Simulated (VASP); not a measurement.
KF, 2 atoms in the cell. It takes space group Pm-3m (No. 221, cubic). The conventional cell has a = 3.192 Å, b = 3.192 Å, c = 3.192 Å, α = 90.00°, β = 90.00°, γ = 90.00°. Within 3.6 Å of K (site symmetry m-3m) lie 8 F at 2.76 Å and 6 K at 3.19 Å. Within 3.6 Å of F (site symmetry m-3m) lie 8 K at 2.76 Å and 6 F at 3.19 Å.  This cell differs from its parent crystal: volume changed by -6%.

* Program: VASP 6.6.1
* Task: single point
* Functional: PBE
* Potentials or basis: VASP PAW PBE potentials, release 64 (K_sv, F)
* Cutoff: 520 eV
* k mesh: 6 × 6 × 6
* Occupations: gaussian, width 0.01 eV
* Spin: no spin polarisation
* Dipole correction: no
* Further INCAR settings: ALGO = Normal; EDIFF = 1e-06; NBANDS = 15

Potentials or basis: VASP PAW PBE potentials, release 64 (K_sv, F).

Launch:

```sh
$ cat potpaw_PBE.64/K_sv/POTCAR potpaw_PBE.64/F/POTCAR > POTCAR
$ mpirun -np 1 vasp_std > vasp.out
```

Hardware: 1 thread of Intel Xeon 6975P-C, on a shared host.

How long does it take, and how much memory?

It took 4.6 s on 1 thread of Intel Xeon 6975P-C (shared host), peak memory 0.14 GiB. Counts: scf iterations 13, k points 20.
